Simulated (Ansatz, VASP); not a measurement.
Ba2C in VASP and in Ansatz

```xyz
3
Lattice="3.6010 0.0000 0.0000 0.0000 3.6010 0.0000 0.0000 0.0000 30.0829" Properties=species:S:1:pos:R:3 pbc="T T T"
Ba    0.0000    0.0000    7.4653
Ba    0.0000    0.0000   10.5347
C     1.8005    1.8005    9.0000
```

Alike in both runs: functional PBE; k mesh 14 × 14 × 1; occupations gaussian, width 0.1 eV; no spin polarisation.

Ansatz relaxed the structure, and its values are those at the end. VASP's run is a single point on that final structure, the one shown.

```csv
,VASP,Ansatz
version,VASP 6.6.1,Ansatz 0.2.0
potentials or method,"VASP PAW PBE potentials, release 64 (Ba_sv, C), cutoff 520 eV","scalar-relativistic, plane waves, PAW"
valence electrons in the cell,24,24
```

```csv
,VASP,Ansatz,Ansatz less VASP
gap on the k mesh at the Fermi level (eV),none,none,-
rms of the force components (eV/Å),0.146,0.000,-0.1462
```

A gap of «none» marks a metal or a gap that the smearing closes. One of these differences is far larger than is usual between the two programs; its cause wasn't traced. With one functional, cell and mesh, what is left measures potentials, basis and numerics.

Spin-orbit coupling is off throughout.
